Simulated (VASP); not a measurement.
# Si (P6_3/mmc) in VASP: further runs

Si is run at these levels: LDA; tasks: single point.

Everything below comes from runs of VASP 6.6.1. Logs are shortened: lines on timing, memory, paths and dates and some standing lists are left out, and cuts for length are marked.

## Step 1: The cell of the first run

Symmetry: P6_3/mmc, No. 194, hexagonal system. Conventional cell: a = 4.029 Å, b = 4.029 Å, c = 5.599 Å, α = 90.00°, β = 90.00°, γ = 120.00°. Within 2.6 Å of Si (site symmetry 3m) lie 4 Si at 1.99 to 2.46 Å.

This isn't the form of Si at room conditions, which is diamond.

## Step 2: Single point, LDA

INCAR reads:

```
PREC     = Accurate       # precision mode
ENCUT    = 520            # plane-wave cutoff, eV
EDIFF    = 1E-6           # SCF threshold, eV
ISMEAR   = 0              # smearing method
SIGMA    = 0.03           # smearing width, eV
LREAL    = F              # projectors in reciprocal space
LASPH    = T              # aspherical terms in the spheres
NELM     = 100            # most SCF steps
ALGO     = Normal         # electronic algorithm
ISIF     = 2              # what is computed and relaxed
LWAVE    = F              # write WAVECAR
LCHARG   = T              # write CHGCAR
LELF     = T              # ELF
LVHAR    = T            
NBANDS   = 16             # bands
```

KPOINTS reads:

```
regular mesh
0
Gamma
  12 12 6
```

POSCAR reads:

```
Si
1.0
    4.0291929185      0.0000000000      0.0000000000
   -2.0145964593      3.4893834241      0.0000000000
    0.0000000000      0.0000000000      5.5985635602
Si
4
Direct
    0.3333333333      0.6666666667      0.0725769780
    0.6666666667      0.3333333333      0.5725769780
    0.3333333333      0.6666666667      0.4274230220
    0.6666666667      0.3333333333      0.9274230220
```

Potentials or basis: VASP PAW LDA potentials, release 64 (Si).

On the command line:

```bash
$ cat potpaw_LDA.64/Si/POTCAR > POTCAR
$ mpirun -np 1 vasp_std > vasp.out
```

OUTCAR:

```text
PREC = Accurate
   ENCUT = 520
   EDIFF = 1E-6
   ISMEAR = 0
   LREAL = F
   LASPH = T
   NELM = 100
   ISIF = 2

 ion  position               nearest neighbor table
   1  0.333  0.667  0.073-   3 1.99   4 2.46   4 2.46   4 2.46
   2  0.667  0.333  0.573-   4 1.99   3 2.46   3 2.46   3 2.46
   3  0.333  0.667  0.427-   1 1.99   2 2.46   2 2.46   2 2.46
   4  0.667  0.333  0.927-   2 1.99   1 2.46   1 2.46   1 2.46

  LATTYP: Found a hexagonal cell.
 ALAT       =     4.0291929185
 C/A-ratio  =     1.3895000000

  Lattice vectors:

 A1 = (   4.0291929185,   0.0000000000,   0.0000000000)
 A2 = (  -2.0145964593,   3.4893834241,   0.0000000000)
 A3 = (   0.0000000000,   0.0000000000,   5.5985635602)

Analysis of symmetry for initial positions (statically):
=====================================================================
 Subroutine PRICEL returns:
 Original cell was already a primitive cell.

 Routine SETGRP: Setting up the symmetry group for a
 hexagonal supercell.

 Subroutine GETGRP returns: Found 24 space group operations
 (whereof 12 operations were pure point group operations)
 out of a pool of 24 trial point group operations.

The static configuration has the point symmetry D_3d.
 The point group associated with its full space group is D_6h.

Analysis of symmetry for dynamics (positions and initial velocities):
=====================================================================
 Subroutine PRICEL returns:
 Original cell was already a primitive cell.

 Routine SETGRP: Setting up the symmetry group for a
 hexagonal supercell.

 Subroutine GETGRP returns: Found 24 space group operations
 (whereof 12 operations were pure point group operations)
 out of a pool of 24 trial point group operations.

The dynamic configuration has the point symmetry D_3d.
 The point group associated with its full space group is D_6h.

 Subroutine INISYM returns: Found 24 space group operations
 (whereof 12 operations are pure point group operations),
 and found     1 'primitive' translations

----------------------------------------------------------------------------------------

                                     Primitive cell

  volume of cell :      78.7124

  direct lattice vectors                    reciprocal lattice vectors
     4.029192918  0.000000000  0.000000000     0.248188662  0.143291791  0.000000000
    -2.014596459  3.489383424  0.000000000     0.000000000  0.286583582  0.000000000
     0.000000000  0.000000000  5.598563560     0.000000000  0.000000000  0.178617245

  length of vectors
     4.029192918  4.029192918  5.598563560     0.286583582  0.286583582  0.178617245

  position of ions in fractional coordinates (direct lattice)
     0.333333333  0.666666667  0.072576978
     0.666666667  0.333333333  0.572576978
     0.333333333  0.666666667  0.427423022
     0.666666667  0.333333333  0.927423022

  ion indices of the primitive-cell ions
   primitive index   ion index
                 1           1
                 2           2
                 3           3
                 4           4

----------------------------------------------------------------------------------------

 KPOINTS: regular mesh

Automatic generation of k-mesh.
 Grid dimensions read from file:
 generate k-points for:   12   12    6

 Generating k-lattice:

  Cartesian coordinates                     Fractional coordinates (reciprocal lattice)
     0.020682389  0.011940983  0.000000000     0.083333333  0.000000000  0.000000000
     0.000000000  0.023881965  0.000000000     0.000000000  0.083333333  0.000000000
     0.000000000  0.000000000  0.029769541     0.000000000  0.000000000  0.166666667

  Length of vectors
     0.023881965  0.023881965  0.029769541

  Shift w.r.t. Gamma in fractional coordinates (k-lattice)
     0.000000000  0.000000000  0.000000000

 Subroutine IBZKPT returns following result:
 ===========================================

 Found     76 irreducible k-points:

 Following reciprocal coordinates:
            Coordinates               Weight
  0.000000  0.000000  0.000000      1.000000
  0.083333  0.000000  0.000000      6.000000
  0.166667  0.000000  0.000000      6.000000
  0.250000  0.000000  0.000000      6.000000
  0.333333  0.000000  0.000000      6.000000
  0.416667 -0.000000  0.000000      6.000000
[... 16 lines left out ...]
  0.250000  0.000000  0.166667     12.000000
  0.333333  0.000000  0.166667     12.000000
 [... further k-points ...]
   k-points           NKPTS =     76   k-points in BZ     NKDIM =     76   number of bands    NBANDS=     16
   number of dos      NEDOS =    301   number of ions     NIONS =      4
   total plane-waves  NPLWV =  37800
   dimension x,y,z NGX =    30 NGY =   30 NGZ =   42
   dimension x,y,z NGXF=    60 NGYF=   60 NGZF=   84
   ions per type =               4
   NGX,Y,Z   is equivalent  to a cutoff of  12.38, 12.38, 12.47 a.u.
   NGXF,Y,Z  is equivalent  to a cutoff of  24.76, 24.76, 24.94 a.u.
 SYSTEM =  unknown system
   PREC   = accura    normal or accurate (medium, high low for compatibility)
   ISTART =      0    job   : 0-new  1-cont  2-samecut
   ICHARG =      2    charge: 1-file 2-atom 10-const
   ISPIN  =      1    spin polarized calculation?
   LNONCOLLINEAR =      F non collinear calculations
   LSORBIT =      F    spin-orbit coupling
   LASPH  =      T    aspherical Exc in radial PAW
   ENCUT  =  520.0 eV  38.22 Ry    6.18 a.u.   7.49  7.49 10.41*2*pi/ulx,y,z
   NELM   =    100;   NELMIN=  2; NELMDL= -5     # of ELM steps
   EDIFF  = 0.1E-05   stopping-criterion for ELM
   LREAL  =      F    real-space projection
   EDIFFG = 0.1E-04   stopping-criterion for IOM
   NSW    =      0    number of steps for IOM
   IBRION =     -1    ionic relax: 0-MD 1-quasi-New 2-CG
   NFREE  =      0    steps in history (QN), initial steepest desc. (CG)
   ISIF   =      2    stress and relaxation
   ISYM   =      2    0-nonsym 1-usesym 2-fastsym
   POTIM  = 0.5000    time-step for ionic-motion
   TEBEG  =    0.0;   TEEND  =   0.0 temperature during run
   PSTRESS=    0.0 pullay stress
   NELECT =      16.0000    total number of electrons
   NUPDOWN=      -1.0000    fix difference up-down
   EMIN   =  10.00;   EMAX   =-10.00  energy-range for DOS
   EFERMI =   0.00;   METHOD = LEGACY
   ISMEAR =     0;   SIGMA  =   0.03  broadening in eV -4-tet -1-fermi 0-gaus
   EFERMI_NEDOS =   21; number of points for ismear=-14 and -15
   IALGO  =     38    algorithm
   IMIX   =      4    mixing-type and parameters
     AMIX     =   0.40;   BMIX     =  1.00
     AMIX_MAG =   1.60;   BMIX_MAG =  1.00
  volume/ion in A,a.u.               =      19.68       132.79
  Fermi-wavevector in a.u.,A,eV,Ry     =   0.962573  1.818999 12.606436  0.926547
  Thomas-Fermi vector in A             =   2.092044
   LORBIT       =      0    0 simple, 1 ext, 2 COOP (PROOUT), +10 PAW based schemes
   GGA     = CA    functional components
   LHFCALC =     F    Hartree Fock is set to
   AEXX    =    0.0000 exact exchange contribution
   IVDW    =     0    specifies the selected vdW correction
   LEPSILON=     F    determine dielectric tensor
   LRPA    =     F    only Hartree local field effects (RPA)
 non-spin polarized calculation
 Gauss-broadening in eV      SIGMA  =   0.03
  energy-cutoff  :      520.00
  volume of cell :       78.71
 maximum number of plane-waves:      2144
 NGX is ok and might be reduce to    30

 number of electron      16.0000001 magnetization

 Free energy of the ion-electron system (eV)
  ---------------------------------------------------
  ext. energy  EPLUGINS =         0.00000000
  ---------------------------------------------------
  free energy    TOTEN  =       -21.45730209 eV

  energy without entropy =      -21.45692880  energy(sigma->0) =      -21.45711545

 E-fermi :   6.0535     XC(G=0):  -9.6352

 val. band max:        6.0298146985   @ k =   0.0833   0.0000   0.0000
 cond. band min:       6.0536345601   @ k =   0.0000   0.0000   0.1667
 fundamental gap:      0.0238198616
 Fermi energy:         6.0535104694

 k-point     1 :       0.0000    0.0000    0.0000
  band No.  band energies     occupation
      1      -6.3485      2.00000
      2      -2.3588      2.00000
      3      -1.9905      2.00000
      4       3.7126      2.00000
      5       3.7126      2.00000
      6       5.2491      2.00000
[... 8 lines left out ...]
     15      11.0629      0.00000
     16      11.0629      0.00000

 k-point     2 :       0.0833    0.0000    0.0000
  band No.  band energies     occupation
      1      -6.2804      2.00000
      2      -2.2861      2.00000
      3      -1.9841      2.00000
      4       3.1117      2.00000
      5       3.5763      2.00000
      6       5.0053      2.00000
[... 8 lines left out ...]
     15      11.0089      0.00000
     16      11.0818      0.00000

 k-point     3 :       0.1667    0.0000    0.0000
  band No.  band energies     occupation
      1      -6.0785      2.00000
      2      -2.0696      2.00000
      3      -1.9928      2.00000
      4       2.1568      2.00000
      5       3.2662      2.00000
      6       4.4630      2.00000
[... 8 lines left out ...]
     15      11.5212      0.00000
     16      11.7982      0.00000

 k-point     4 :       0.2500    0.0000    0.0000
  band No.  band energies     occupation
      1      -5.7515      2.00000
      2      -2.1052      2.00000
      3      -1.7158      2.00000
      4       1.3807      2.00000
      5       2.9316      2.00000
      6       3.6863      2.00000
[... 8 lines left out ...]
     15      12.6571      0.00000
     16      12.7343      0.00000

 k-point     5 :       0.3333    0.0000    0.0000
  band No.  band energies     occupation
      1      -5.3215      2.00000
      2      -2.4263      2.00000
      3      -1.2420      2.00000
      4       0.9706      2.00000
      5       2.5895      2.00000
      6       2.6575      2.00000
[... 8 lines left out ...]
     15      12.9472      0.00000
     16      13.2441      0.00000

 k-point     6 :       0.4167   -0.0000    0.0000
  band No.  band energies     occupation
      1      -4.8535      2.00000
      2      -2.9016      2.00000
      3      -0.7082      2.00000
      4       0.8989      2.00000
      5       1.6731      2.00000
      6       2.4824      2.00000
[... 8 lines left out ...]
     15      13.5465      0.00000
     16      13.7313      0.00000
[... 267 lines left out ...]
 k-point    21 :       0.0833    0.0000    0.1667
  band No.  band energies     occupation
      1      -6.1602      2.00000
      2      -3.3622      2.00000
      3      -0.7626      2.00000
      4       3.2483      2.00000
      5       3.6823      2.00000
      6       4.4131      2.00000
[... 8 lines left out ...]
     15      10.9882      0.00000
     16      11.4580      0.00000

 k-point    22 :       0.1667    0.0000    0.1667
  band No.  band energies     occupation
      1      -5.9593      2.00000
      2      -3.2027      2.00000
      3      -0.7674      2.00000
      4       2.3553      2.00000
      5       3.3744      2.00000
      6       3.6267      2.00000
[... 8 lines left out ...]
     15      11.2393      0.00000
     16      11.4687      0.00000

 k-point    23 :       0.2500    0.0000    0.1667
  band No.  band energies     occupation
      1      -5.6344      2.00000
      2      -2.9861      2.00000
      3      -0.8740      2.00000
      4       1.7051      2.00000
      5       2.6828      2.00000
      6       3.0415      2.00000
[... 8 lines left out ...]
     15      12.0676      0.00000
     16      12.2930      0.00000

 k-point    24 :       0.3333    0.0000    0.1667
  band No.  band energies     occupation
      1      -5.2083      2.00000
      2      -2.8521      2.00000
      3      -1.0599      2.00000
      4       1.4495      2.00000
      5       1.7794      2.00000
      6       2.7685      2.00000
[... 8 lines left out ...]
     15      12.4610      0.00000
     16      13.1995      0.00000

 [... further k-points ...]

------------------------ aborting loop because EDIFF is reached ----------------------------------------

  FORCE on cell =-STRESS in cart. coord.  units (eV):
  Direction    XX          YY          ZZ          XY          YZ          ZX
  --------------------------------------------------------------------------------------
  -------------------------------------------------------------------------------------
  Total       -6.3978640     -6.3978640     27.4640593      0.0000000      0.0000000      0.0000000
  in kB     -130.2273548   -130.2273548    559.0259151      0.0000000      0.0000000      0.0000000
  external PRESSURE =      99.5237352 kB  Pullay stress =       0.0000000 kB

 VOLUME and BASIS-vectors are now :
 -----------------------------------------------------------------------------
  energy-cutoff  :      520.00
  volume of cell :       78.71
      direct lattice vectors                 reciprocal lattice vectors
     4.029192918  0.000000000  0.000000000     0.248188662  0.143291791  0.000000000
    -2.014596459  3.489383424  0.000000000     0.000000000  0.286583582  0.000000000
     0.000000000  0.000000000  5.598563560     0.000000000  0.000000000  0.178617245

 POSITION                                       TOTAL-FORCE (eV/Angst)
 -----------------------------------------------------------------------------------
     -0.00000      2.32626      0.40633         0.000000      0.000000     -6.396058
      2.01460      1.16313      3.20561         0.000000     -0.000000     -6.396058
     -0.00000      2.32626      2.39295        -0.000000      0.000000      6.396058
      2.01460      1.16313      5.19224         0.000000     -0.000000      6.396058
 -----------------------------------------------------------------------------------
    total drift:                               -0.000000      0.000000     -0.000000

  FREE ENERGIE OF THE ION-ELECTRON SYSTEM (eV)
  ---------------------------------------------------
  free  energy   TOTEN  =       -21.4573020918 eV

  energy  without entropy=      -21.4569288003  energy(sigma->0) =      -21.45711545
```

Run time: 77 s. Hardware: 1 thread of Intel Xeon Platinum 8259CL at 2.50GHz (Skylake/Cascade Lake), shared host; peak memory 0.19 GiB.

Results:

```yaml
Free_energy: -21.4573 eV
Pressure: 10.0 GPa
Largest_force: 6.396 eV/Å
Band_gap_on_the_k_mesh: zero (bands 8 and 9 overlap by 0.84 eV)
```

Forces on the atoms (eV/Å):
```
Si   0.000  0.000 -6.396
Si   0.000  0.000 -6.396
Si   0.000  0.000  6.396
Si   0.000  0.000  6.396
```

Caveat: the cell stands under pressure; forces of over 1 eV/Å act on the atoms, so gaps and moduli don't describe the material at rest.

## Step 3: Single point, LDA

This run uses another cell than the first one, of the same volume but with other edges.

INCAR reads:

```
ALGO = Normal
EDIFF = 1E-7
ENCUT = 520
ISIF = 2
ISMEAR = 0
LASPH = T
LCHARG = F
LREAL = F
LWAVE = F
NBANDS = 16
NELM = 100
PREC = Accurate
SIGMA = 0.03
```

KPOINTS reads:

```
k-points
0
Gamma
  12 12 6
```

POSCAR reads:

```
Si
1.0
    3.6181519190      0.0000000000      0.0000000000
   -1.8090759595      3.1334114766      0.0000000000
    0.0000000000      0.0000000000      6.9428717174
Si
4
Direct
    0.3333333333      0.6666666667      0.0821179099
    0.6666666667      0.3333333333      0.5821179099
    0.3333333333      0.6666666667      0.4178820901
    0.6666666667      0.3333333333      0.9178820901
```

Potentials or basis: VASP PAW LDA potentials, release 64 (Si).

On the command line:

```bash
$ cat potpaw_LDA.64/Si/POTCAR > POTCAR
$ mpirun -np 1 vasp_std > vasp.out
```

It took 98 s on 1 thread of Intel Xeon Platinum 8259CL at 2.50GHz (Skylake/Cascade Lake), shared host; peak memory 0.2 GiB.

The run converged. Its results:

```
Free energy            : -22.9072 eV
Pressure               : -2.6 GPa
Largest force          : 1.765 eV/Å
Band gap on the k mesh : zero (bands 8 and 9 overlap by 1.26 eV)
```

Forces in eV/Å, atoms in the order of the input:
```
Si   0.000  0.000 -1.765
Si   0.000  0.000 -1.765
Si   0.000  0.000  1.765
Si   0.000  0.000  1.765
```

Stress tensor (GPa, compression positive):
```
  3.00   0.00   0.00
  0.00   3.00   0.00
  0.00   0.00 -13.70
```

Levels at points of the mesh, in eV from the Fermi level:
| k point | band 4 | band 5 | band 6 | band 7 | band 8 | band 9 | band 10 | band 11 | band 12 | band 13 |
| --- | --- | --- | --- | --- | --- | --- | --- | --- | --- | --- |
| (0.00, 0.00, 0.00) | -2.26 | -0.48 | -0.48 | 0.09 | 0.83 | 0.83 | 2.42 | 2.42 | 2.69 | 4.55 |
| (0.50, 0.00, 0.00) | -6.21 | -5.29 | -3.82 | -2.36 | -0.98 | 1.01 | 1.17 | 2.20 | 2.58 | 3.07 |
| (0.00, 0.00, 0.50) | -5.79 | 0.01 | 0.01 | 0.01 | 0.01 | 2.95 | 2.95 | 3.47 | 3.47 | 3.47 |
| (0.50, 0.00, 0.50) | -7.29 | -3.54 | -3.54 | -1.83 | -1.83 | -0.17 | -0.17 | 1.84 | 1.84 | 4.73 |

Caveat: forces of over 1 eV/Å act on the atoms, so gaps and moduli don't describe the material at rest.

(Continued in part 2 of 2.)
